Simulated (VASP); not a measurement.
# In (Im-3m) in VASP: a series of runs, part 2 of 3

VASP 6.6.1.

## Step 3: Single point, r2SCAN (volume scaled by 0.88)

POSCAR reads:

```
In
1.0
   -1.8036355538      1.8036355538      1.8036355538
    1.8036355538     -1.8036355538      1.8036355538
    1.8036355538      1.8036355538     -1.8036355538
In
1
Direct
    0.0000000000      0.0000000000      0.0000000000
```

INCAR.step1 reads:

```
  PREC = Accurate
  ENCUT = 550
  ISMEAR = -1
  SIGMA = 0.1
  LREAL = F
  LASPH = T
  NELM = 120
  NBANDS = 12
  GGA = PE
  ALGO = Normal
  EDIFF = 1E-5
  LWAVE = T
  LCHARG = F
  GGA_COMPAT = F
```

INCAR.step2 reads:

```
  PREC = Accurate
  ENCUT = 550
  EDIFF = 1E-6
  ISMEAR = -1
  SIGMA = 0.1
  LREAL = F
  LASPH = T
  NELM = 120
  ALGO = Normal
  ISIF = 2
  LWAVE = F
  LCHARG = F
  METAGGA = R2SCAN
  LMIXTAU = T
  NBANDS = 12
  ISTART = 1
  GGA_COMPAT = F
```

KPOINTS reads:

```
Automatic mesh
0
Gamma
  13 13 13
```

Potentials or basis: VASP PAW PBE potentials, release 64 (In_d).

Command:

```console
cat potpaw_PBE.64/In_d/POTCAR > POTCAR
cp INCAR.step1 INCAR
mpirun -np 1 vasp_std > vasp.out
cp INCAR.step2 INCAR
mpirun -np 1 vasp_std > vasp.out
```

OUTCAR:

```text
PREC = Accurate
   ENCUT = 550
   EDIFF = 1E-6
   ISMEAR = -1
   LREAL = F
   LASPH = T
   NELM = 120
   ISIF = 2
   METAGGA = R2SCAN
   ISTART = 1

 ion  position               nearest neighbor table
   1  0.000  0.000  0.000-

  LATTYP: Found a body centered cubic cell.
 ALAT       =     3.6072711076

  Lattice vectors:

 A1 = (  -1.8036355538,   1.8036355538,   1.8036355538)
 A2 = (   1.8036355538,  -1.8036355538,   1.8036355538)
 A3 = (   1.8036355538,   1.8036355538,  -1.8036355538)

Analysis of symmetry for initial positions (statically):
=====================================================================
 Subroutine PRICEL returns:
 Original cell was already a primitive cell.

 Routine SETGRP: Setting up the symmetry group for a
 body centered cubic supercell.

 Subroutine GETGRP returns: Found 48 space group operations
 (whereof 48 operations were pure point group operations)
 out of a pool of 48 trial point group operations.

The static configuration has the point symmetry O_h .

Analysis of symmetry for dynamics (positions and initial velocities):
=====================================================================
 Subroutine PRICEL returns:
 Original cell was already a primitive cell.

 Routine SETGRP: Setting up the symmetry group for a
 body centered cubic supercell.

 Subroutine GETGRP returns: Found 48 space group operations
 (whereof 48 operations were pure point group operations)
 out of a pool of 48 trial point group operations.

The dynamic configuration has the point symmetry O_h .

 Subroutine INISYM returns: Found 48 space group operations
 (whereof 48 operations are pure point group operations),
 and found     1 'primitive' translations

----------------------------------------------------------------------------------------

                                     Primitive cell

  volume of cell :      23.4696

  direct lattice vectors                    reciprocal lattice vectors
    -1.803635554  1.803635554  1.803635554     0.000000000  0.277217866  0.277217866
     1.803635554 -1.803635554  1.803635554     0.277217866  0.000000000  0.277217866
     1.803635554  1.803635554 -1.803635554     0.277217866  0.277217866  0.000000000

  length of vectors
     3.123988418  3.123988418  3.123988418     0.392045266  0.392045266  0.392045266

  position of ions in fractional coordinates (direct lattice)
     0.000000000  0.000000000  0.000000000

  ion indices of the primitive-cell ions
   primitive index   ion index
                 1           1

----------------------------------------------------------------------------------------

 KPOINTS: Automatic mesh

Automatic generation of k-mesh.
 Grid dimensions read from file:
 generate k-points for:   13   13   13

 Generating k-lattice:

  Cartesian coordinates                     Fractional coordinates (reciprocal lattice)
     0.000000000  0.021324451  0.021324451     0.076923077  0.000000000  0.000000000
     0.021324451  0.000000000  0.021324451     0.000000000  0.076923077  0.000000000
     0.021324451  0.021324451  0.000000000     0.000000000  0.000000000  0.076923077

  Length of vectors
     0.030157328  0.030157328  0.030157328

  Shift w.r.t. Gamma in fractional coordinates (k-lattice)
     0.000000000  0.000000000  0.000000000

 Subroutine IBZKPT returns following result:
 ===========================================

 Found     84 irreducible k-points:

 Following reciprocal coordinates:
            Coordinates               Weight
  0.000000  0.000000  0.000000      1.000000
  0.076923  0.000000  0.000000     12.000000
  0.153846  0.000000  0.000000     12.000000
  0.230769  0.000000  0.000000     12.000000
  0.307692  0.000000  0.000000     12.000000
  0.384615  0.000000  0.000000     12.000000
[... 16 lines left out ...]
  0.153846  0.076923  0.076923     24.000000
  0.230769  0.076923  0.076923     24.000000
 [... further k-points ...]
   k-points           NKPTS =     84   k-points in BZ     NKDIM =     84   number of bands    NBANDS=     12
   number of dos      NEDOS =    301   number of ions     NIONS =      1
   total plane-waves  NPLWV =  13824
   dimension x,y,z NGX =    24 NGY =   24 NGZ =   24
   dimension x,y,z NGXF=    48 NGYF=   48 NGZF=   48
   ions per type =               1
   NGX,Y,Z   is equivalent  to a cutoff of  12.77, 12.77, 12.77 a.u.
   NGXF,Y,Z  is equivalent  to a cutoff of  25.54, 25.54, 25.54 a.u.
 SYSTEM =  unknown system
   PREC   = accura    normal or accurate (medium, high low for compatibility)
   ISTART =      1    job   : 0-new  1-cont  2-samecut
   ICHARG =      0    charge: 1-file 2-atom 10-const
   ISPIN  =      1    spin polarized calculation?
   LNONCOLLINEAR =      F non collinear calculations
   LSORBIT =      F    spin-orbit coupling
   LASPH  =      T    aspherical Exc in radial PAW
   ENCUT  =  550.0 eV  40.42 Ry    6.36 a.u.   5.97  5.97  5.97*2*pi/ulx,y,z
   NELM   =    120;   NELMIN=  2; NELMDL=  0     # of ELM steps
   EDIFF  = 0.1E-05   stopping-criterion for ELM
   LREAL  =      F    real-space projection
[... 7 lines left out ...]
   TEBEG  =    0.0;   TEEND  =   0.0 temperature during run
   PSTRESS=    0.0 pullay stress
   NELECT =      13.0000    total number of electrons
   NUPDOWN=      -1.0000    fix difference up-down
   EMIN   =  10.00;   EMAX   =-10.00  energy-range for DOS
   EFERMI =   0.00;   METHOD = LEGACY
   ISMEAR =    -1;   SIGMA  =   0.10  broadening in eV -4-tet -1-fermi 0-gaus
   EFERMI_NEDOS =   21; number of points for ismear=-14 and -15
   IALGO  =     38    algorithm
   IMIX   =      4    mixing-type and parameters
     AMIX     =   0.40;   BMIX     =  1.00
     AMIX_MAG =   1.60;   BMIX_MAG =  1.00
  volume/ion in A,a.u.               =      23.47       158.38
  Fermi-wavevector in a.u.,A,eV,Ry     =   1.344478  2.540696 24.594193  1.807622
  Thomas-Fermi vector in A             =   2.472469
   LORBIT       =      0    0 simple, 1 ext, 2 COOP (PROOUT), +10 PAW based schemes
   METAGGA = R2SCAN    functional components
   LHFCALC =     F    Hartree Fock is set to
   AEXX    =    0.0000 exact exchange contribution
   IVDW    =     0    specifies the selected vdW correction
   LEPSILON=     F    determine dielectric tensor
   LRPA    =     F    only Hartree local field effects (RPA)
 non-spin polarized calculation
  energy-cutoff  :      550.00
  volume of cell :       23.47
 maximum number of plane-waves:       701
   NGX = 11   NGY = 11   NGZ = 11

 number of electron      13.0000010 magnetization

 Free energy of the ion-electron system (eV)
  ---------------------------------------------------
  ext. energy  EPLUGINS =         0.00000000
  ---------------------------------------------------
  free energy    TOTEN  =       -22.49527337 eV

  energy without entropy =      -22.48211742  energy(sigma->0) =      -22.48869539

 E-fermi :   8.8510     XC(G=0): -11.6851

 val. band max:        8.7450944362   @ k =   0.3077   0.1538   0.0000
 cond. band min:       8.9124095176   @ k =  -0.3846   0.3846   0.1538
 fundamental gap:      0.1673150814
 Fermi energy:         8.8510419497

 k-point     1 :       0.0000    0.0000    0.0000
  band No.  band energies     occupation
      1      -6.6402      2.00000
      2      -6.6402      2.00000
      3      -6.6402      2.00000
      4      -6.2517      2.00000
      5      -6.2517      2.00000
      6      -2.0616      2.00000
      7      21.9138      0.00000
      8      21.9138      0.00000
      9      21.9138      0.00000
     10      22.8741      0.00000
     11      22.8741      0.00000
     12      22.8741      0.00000

 k-point     2 :       0.0769    0.0000    0.0000
  band No.  band energies     occupation
      1      -6.6497      2.00000
      2      -6.6328      2.00000
      3      -6.6064      2.00000
      4      -6.2617      2.00000
      5      -6.2520      2.00000
      6      -1.9043      2.00000
      7      20.1075      0.00000
      8      21.0501      0.00000
      9      21.3806      0.00000
     10      22.2928      0.00000
     11      22.4321      0.00000
     12      22.8495      0.00000
[... 316 lines left out ...]
 k-point    24 :       0.2308    0.0769    0.0769
  band No.  band energies     occupation
      1      -6.7358      2.00000
      2      -6.6516      2.00000
      3      -6.2982      2.00000
      4      -6.2573      2.00000
      5      -6.2312      2.00000
      6       0.8631      2.00000
      7      11.2188      0.00000
      8      14.7812      0.00000
      9      15.6835      0.00000
     10      23.1943      0.00000
     11      23.4749      0.00000
     12      25.8045      0.00000

 [... further k-points ...]

------------------------ aborting loop because EDIFF is reached ----------------------------------------

  FORCE on cell =-STRESS in cart. coord.  units (eV):
  Direction    XX          YY          ZZ          XY          YZ          ZX
  --------------------------------------------------------------------------------------
  -------------------------------------------------------------------------------------
  Total        1.0615443      1.0615443      1.0615443     -0.0000000     -0.0000000     -0.0000000
  in kB       72.4673428     72.4673428     72.4673428     -0.0000000     -0.0000000     -0.0000000
  external PRESSURE =      72.4673428 kB  Pullay stress =       0.0000000 kB

 VOLUME and BASIS-vectors are now :
 -----------------------------------------------------------------------------
  energy-cutoff  :      550.00
  volume of cell :       23.47
      direct lattice vectors                 reciprocal lattice vectors
    -1.803635554  1.803635554  1.803635554     0.000000000  0.277217866  0.277217866
     1.803635554 -1.803635554  1.803635554     0.277217866  0.000000000  0.277217866
     1.803635554  1.803635554 -1.803635554     0.277217866  0.277217866  0.000000000

 POSITION                                       TOTAL-FORCE (eV/Angst)
 -----------------------------------------------------------------------------------
      0.00000      0.00000      0.00000         0.000000     -0.000000      0.000000
 -----------------------------------------------------------------------------------
    total drift:                               -0.000000      0.000000      0.000000

  FREE ENERGIE OF THE ION-ELECTRON SYSTEM (eV)
  ---------------------------------------------------
  free  energy   TOTEN  =       -22.4952733663 eV

  energy  without entropy=      -22.4821174230  energy(sigma->0) =      -22.48869539
```

OSZICAR.step1:

```text
N       E                     dE             d eps       ncg     rms          rms(c)
DAV:   1     0.791817364952E+02    0.79182E+02   -0.65792E+03  2048   0.147E+03
DAV:   2     0.126293101029E+01   -0.77919E+02   -0.75960E+02  2100   0.298E+02
DAV:   3    -0.240804199132E+01   -0.36710E+01   -0.36508E+01  2416   0.645E+01
DAV:   4    -0.249029677069E+01   -0.82255E-01   -0.82232E-01  2516   0.943E+00
DAV:   5    -0.249379120917E+01   -0.34944E-02   -0.34943E-02  2688   0.173E+00    0.289E+00
DAV:   6    -0.246318042809E+01    0.30611E-01   -0.44173E-02  2492   0.453E+00    0.142E+00
DAV:   7    -0.245631687886E+01    0.68635E-02   -0.13582E-02  2748   0.234E+00    0.299E-01
DAV:   8    -0.245577282080E+01    0.54406E-03   -0.10105E-03  2596   0.530E-01    0.329E-02
DAV:   9    -0.245577831259E+01   -0.54918E-05   -0.13403E-05  1896   0.539E-02
   1 F= -.24557783E+01 E0= -.24489782E+01  d E =-.136002E-01
```

Wall time 80 s (1 thread of AMD EPYC 9R45 (Zen 5), shared host); peak memory 0.12 GiB.

Results:

```
Free energy : -22.4953 eV
Pressure    : 7.2 GPa
```

Caveat: the PAW data sets were made with another functional, which shifts forces and pressure a little; spin-orbit coupling is left out, which moves the levels of the heavy elements.

[end of part 2 of 3]
